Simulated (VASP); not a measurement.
Here is a VASP 6.6.1 calculation.

Contents of INCAR:

```
PREC = Accurate
ENCUT = 520
EDIFF = 1E-6
ISMEAR = 0
SIGMA = 0.05
LREAL = F
LASPH = T
NELM = 80
ALGO = Normal
ISIF = 2
LWAVE = F
LCHARG = F
GGA = PE
NBANDS = 11
```

KPOINTS

```
Automatic mesh
0
Gamma
  10 10 10
```

Contents of POSCAR:

```
AlN
1.0
    0.0000000000      2.1839935596      2.1839935596
    2.1839935596      0.0000000000      2.1839935596
    2.1839935596      2.1839935596      0.0000000000
Al N
1 1
Direct
   -0.0607064617      0.0000000000      0.0000000000
    0.7500000000      0.7500000000      0.7500000000
```

Potentials or basis: VASP PAW PBE potentials, release 64 (Al, N).

Run with:

```console
$ cat potpaw_PBE.64/Al/POTCAR potpaw_PBE.64/N/POTCAR > POTCAR
$ mpirun -np 1 vasp_std > vasp.out
```

Q: Predict the pressure.

A: 9.1 GPa.

Q: Predict the band gap on the k mesh.

A: 2.83 eV, indirect (least direct gap 3.66 eV).

Q: Estimate the largest force.

A: 3.129 eV/Å.

Stress tensor (GPa, compression positive):
```
11.67 10.49 10.49
10.49  7.81  5.12
10.49  5.12  7.81
```

Caveat: the cell differs from its parent crystal (all Al atoms moved +0.188 Å, as atom 1 towards its neighbour atom 1 (Al) at 3.089 Å); forces of over 1 eV/Å act on the atoms, so gaps and moduli don't describe the material at rest. A k mesh can miss the band edges.
